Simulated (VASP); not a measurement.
Crystal: ZnCu.

```
Zn Cu
1.0
     2.94500    0.00000    0.00000
     0.00000    2.94500    0.00000
     0.00000    0.00000    2.94500
Zn Cu
1 1
Direct
  0.50000 0.50000 0.50000
  0.00000 0.00000 0.00000
```

- Program: VASP 6.6.1
- Task: relaxation of cell and atoms
- Functional: PBEsol
- Potentials or basis: VASP PAW PBE potentials, release 64 (Zn, Cu)
- Cutoff: 600 eV
- k mesh: 14 × 14 × 14
- Occupations: gaussian, width 0.1 eV
- Spin: no spin polarisation

At the start: pressure -4.2 GPa; volume 12.77 Å³/atom.

Question: Where does the relaxation end?

Answer: Over 3 steps the energy falls by 5.5 meV/atom and the volume is 12.36 Å³/atom (-3.2 %); space group Pm-3m (No. 221, to 0.1 Å) before and after.

The path:
```
step  energy change (eV)  largest force (eV/Å)  pressure (GPa)  volume (Å³)
   1              0.0000                0.0000           -4.19        25.54
   2             -0.0083                0.0000            2.26        24.33
   3             -0.0110                0.0000            0.02        24.72
```

Final structure:
```yaml
crystal:
  lattice:
    - [2.91304, 0.00000, 0.00000]
    - [0.00000, 2.91304, 0.00000]
    - [0.00000, 0.00000, 2.91304]
  atoms:
    - { symbol: Zn, position: [0.50000, 0.50000, 0.50000] }
    - { symbol: Cu, position: [0.00000, 0.00000, 0.00000] }
```

Caveat: the PAW data sets were made with another functional, which shifts forces and pressure a little.
